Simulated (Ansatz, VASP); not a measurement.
**One calculation of HfH2, two programs**

File INCAR:

```
ALGO     = Normal         # electronic algorithm
EDIFF    = 1E-8           # SCF threshold, eV
ENCUT    = 520            # plane-wave cutoff, eV
GGA      = CA             # functional
ISIF     = 2              # what is computed and relaxed
ISMEAR   = -1             # smearing method
LASPH    = T              # aspherical terms in the spheres
LCHARG   = F              # write CHGCAR
LEFG     = T            
LREAL    = F              # projectors in reciprocal space
LWAVE    = F              # write WAVECAR
NBANDS   = 13             # bands
NELM     = 60             # most SCF steps
PREC     = Accurate       # precision mode
SIGMA    = 0.03           # smearing width, eV
```

KPOINTS

```
k-points
0
Gamma
  12 12 12
```

File POSCAR:

```
HfH2
1.0
   -1.7042200000      1.7042200000      2.1805000000
    1.7042200000     -1.7042200000      2.1805000000
    1.7042200000      1.7042200000     -2.1805000000
Hf H
1 2
Direct
    0.0000000000      0.0000000000      0.0000000000
    0.7500000000      0.2500000000      0.5000000000
    0.2500000000      0.7500000000      0.5000000000
```

Input for Ansatz:

```yaml
crystal:
  lattice:
    - [-1.70422, 1.70422, 2.1805]
    - [1.70422, -1.70422, 2.1805]
    - [1.70422, 1.70422, -2.1805]
  atoms:
    - { symbol: Hf, position: [0.0, 0.0, 0.0] }
    - { symbol: H, position: [0.75, 0.25, 0.5] }
    - { symbol: H, position: [0.25, 0.75, 0.5] }
kpoints:
  mp_grid: { grid: [12, 12, 12] }
scf:
  occupations: { method: fermi_dirac, width: 0.03 }
hamiltonian:
  xc: lda
  pseudopotentials: { kind: paw }
output:
  forces: true
  stress: true
  eigenvalues: true
  efg: { contact_densities: true }
```

Change from the starting cell: equal xx and yy strain of -2 %, PAW files.

Alike in both runs: task electric field gradients; functional LDA; k mesh 12 × 12 × 12; occupations fermi-dirac, width 0.03 eV; no spin polarisation.

```csv
,VASP,Ansatz
version,VASP 6.6.1,Ansatz 0.2.0
potentials or method,"VASP PAW LDA potentials, release 64 (Hf_pv, H)","PAW with Ansatz's default frozen-core files, scalar-relativistic"
plane-wave cutoff (eV),520,420
valence electrons in the cell,12,28
```

|  | VASP | Ansatz | Ansatz less VASP |
| --- | --- | --- | --- |
| pressure (GPa) | -2.5 | -2.4 | +0.07 |
| traceless stress, the component that is largest in VASP (GPa) | -1.64 | -1.66 | -0.016 |
| size of Vzz on the site where it differs most (V/Å²) | 24.1 | 30.7 | +6.58 |

LDA's correlation is that of Perdew and Zunger in VASP and of Perdew and Wang (1992) in Ansatz. VASP's potentials hold 12 valence electrons a cell and Ansatz's 28, so a difference there can come from the potentials and not from the codes.

Spin-orbit coupling is off throughout.
